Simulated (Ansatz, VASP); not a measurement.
## BAs in VASP and in Ansatz

Contents of POSCAR:

```
BAs
1.0
    2.1275493300      0.0000000000      0.0000000000
    0.0000000000      3.1740629400      0.0000000000
    0.0000000000      0.0000000000      4.9509801800
B As
1 1
Direct
    0.0000000000      0.5000000000      0.0000000000
    0.5000000000      0.5000000000      0.5000000000
```

INCAR.step1

```
ALGO = Normal
EDIFF = 1E-5
ENCUT = 520
GGA = PE
GGA_COMPAT = False
ISIF = 2
ISMEAR = -1
LASPH = True
LORBIT = 11
LORBMOM = True
LREAL = False
LSORBIT = True
LWAVE = True
MAGMOM = 0 0 0 0 0 0
NBANDS = 20
NELM = 150
PREC = Accurate
SIGMA = 0.05
```

Contents of INCAR.step2:

```
AEXX = 0.25
ALGO = Normal
EDIFF = 1E-7
ENCUT = 520
GGA = PE
GGA_COMPAT = False
ISIF = 2
ISMEAR = -1
ISTART = 1
LASPH = True
LCHARG = True
LHFCALC = True
LORBIT = 11
LORBMOM = True
LREAL = False
LSORBIT = True
LVHAR = True
LWAVE = False
MAGMOM = 0 0 0 0 0 0
NBANDS = 20
NELM = 150
PREC = Accurate
PRECFOCK = Normal
SIGMA = 0.05
```

KPOINTS

```
k-points
0
Gamma
  5 4 3
```

The input input:

```
crystal:
  lattice:
    - [2.12754933, 0.0, 0.0]
    - [0.0, 3.17406294, 0.0]
    - [0.0, 0.0, 4.95098018]
  atoms:
    - { symbol: B, position: [0.0, 0.5, 0.0] }
    - { symbol: As, position: [0.5, 0.5, 0.5] }
hamiltonian:
  xc: pbe0
  pseudopotentials: { kind: paw_fr }
magnetization:
  noncollinear: true
  spin_orbit: true
kpoints:
  mp_grid: { grid: [5, 4, 3] }
scf:
  occupations: { method: fermi_dirac, width: 0.05 }
output:
  forces: true
  stress: true
  eigenvalues: true
```

Alike in both runs: task single point; functional PBE0; k mesh 5 × 4 × 3; occupations fermi-dirac, width 0.05 eV; non-collinear spin, spin-orbit coupling.

|  | VASP | Ansatz |
| --- | --- | --- |
| version | VASP 6.6.1 | Ansatz 0.2.0 |
| potentials or method | VASP PAW PBE potentials, release 64 (B, As) | Ansatz PAW |
| plane-wave cutoff (eV) | 520 | 420 |
| valence electrons in the cell | 8 | 18 |

```csv
,VASP,Ansatz,Ansatz less VASP
pressure (GPa),3.4,3.5,+0.13
"traceless stress, the component that is largest in VASP (GPa)",23.67,23.40,-0.277
net moment per atom (μB),0.02,0.00,-0.017
```

VASP's potentials hold 8 valence electrons a cell and Ansatz's 18, so a difference there can come from the potentials and not from the codes.

The k mesh is coarse, so the values compare programs but aren't converged.
